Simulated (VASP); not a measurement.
Wanted: the native input for a VASP 6.6.1 run.

- Task: single point
- Functional: PBE
- Potentials or basis: VASP PAW PBE potentials, release 64 (Sc_sv, W_sv)
- Cutoff: 520 eV
- k mesh: 6 × 6 × 1
- Occupations: gaussian, width 0.2 eV
- Spin: no spin polarisation
- Dipole correction: no
- Further INCAR settings: LREAL = Auto; ALGO = Fast; EDIFF = 1e-06; NBANDS = 105

The structure of Sc7W lies in POSCAR:

```
Sc7W
1.0
    3.2678069976      0.0000000000      0.0000000000
   -1.6339034988      2.8300038746      0.0000000000
    0.0000000000      0.0000000000     40.4985594061
Sc W
14 2
Direct
    0.3333333333      0.6666666667      0.9217517372
    0.6666666667      0.3333333333      0.8543812710
    0.3333333333      0.6666666667      0.7896723442
    0.6666666667      0.3333333333      0.7252263980
    0.3333333333      0.6666666667      0.5321564622
    0.6666666667      0.3333333333      0.4678435378
    0.3333333333      0.6666666667      0.2747736020
    0.6666666667      0.3333333333      0.3391696594
    0.3333333333      0.6666666667      0.1456187290
    0.6666666667      0.3333333333      0.2103276558
    0.6666666667      0.3333333333      0.0782482628
    0.3333333333      0.6666666667      0.4035208747
    0.6666666667      0.3333333333      0.5964791253
    0.3333333333      0.6666666667      0.6608303406
    0.3333333333      0.6666666667      0.0219636338
    0.6666666667      0.3333333333      0.9780363662
```

These files were run (other wordings do the same):

INCAR

```
ALGO = Fast
EDIFF = 1E-6
ENCUT = 520
GGA = PE
ISIF = 2
ISMEAR = 0
LASPH = True
LCHARG = False
LREAL = Auto
LWAVE = False
NBANDS = 105
NELM = 60
PREC = Accurate
SIGMA = 0.2
```

KPOINTS

```
k-points
0
Gamma
  6 6 1
```

Potentials or basis: VASP PAW PBE potentials, release 64 (Sc_sv, W_sv).

Launch:

```sh
$ cat potpaw_PBE.64/Sc_sv/POTCAR potpaw_PBE.64/W_sv/POTCAR > POTCAR
$ mpirun -np 1 vasp_std > vasp.out
```

Results of the run:

| Property | Result |
| --- | --- |
| Pressure | 0.1 GPa |
| Largest force | 0.030 eV/Å |
| Band gap on the k mesh | zero (bands 91 and 92 overlap by 1.15 eV) |

Caveat: the k points lie up to 0.37 Å⁻¹ apart, too coarse for converged energies and pressures of a metal; spin-orbit coupling is left out, which moves the levels of the heavy elements.

It took 49 min on 1 thread of Intel Xeon 8259CL, on a shared host, peak memory 0.55 GiB.
